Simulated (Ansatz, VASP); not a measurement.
## Al5H in VASP and in Ansatz

```
Al H
1.0
     0.00000    3.88617    3.88617
     3.88617    0.00000    3.88617
     3.88617    3.88617    0.00000
Al H
5 1
Direct
  0.88016 0.88016 0.88016
  0.88016 0.88016 0.35951
  0.88016 0.35951 0.88016
  0.35951 0.88016 0.88016
  0.50000 0.50000 0.50000
  0.75000 0.75000 0.75000
```

Alike in both runs: functional PBE; k mesh 4 × 4 × 4; occupations gaussian, width 0.1 eV; no spin polarisation.

Ansatz relaxed the structure, and its values are those at the end. VASP's run is a single point on that final structure, the one shown.

|  | VASP | Ansatz |
| --- | --- | --- |
| version | VASP 6.6.1 | Ansatz 0.2.0 |
| potentials or method | VASP PAW PBE potentials, release 64 (Al, H), cutoff 520 eV | scalar-relativistic, plane waves, PAW |
| valence electrons in the cell | 16 | 16 |

|  | VASP | Ansatz | Ansatz less VASP |
| --- | --- | --- | --- |
| gap on the k mesh at the Fermi level (eV) | none | none | - |
| pressure (GPa) | 0.0 | 0.0 | +0.04 |

A gap of «none» marks a metal or a gap that the smearing closes.
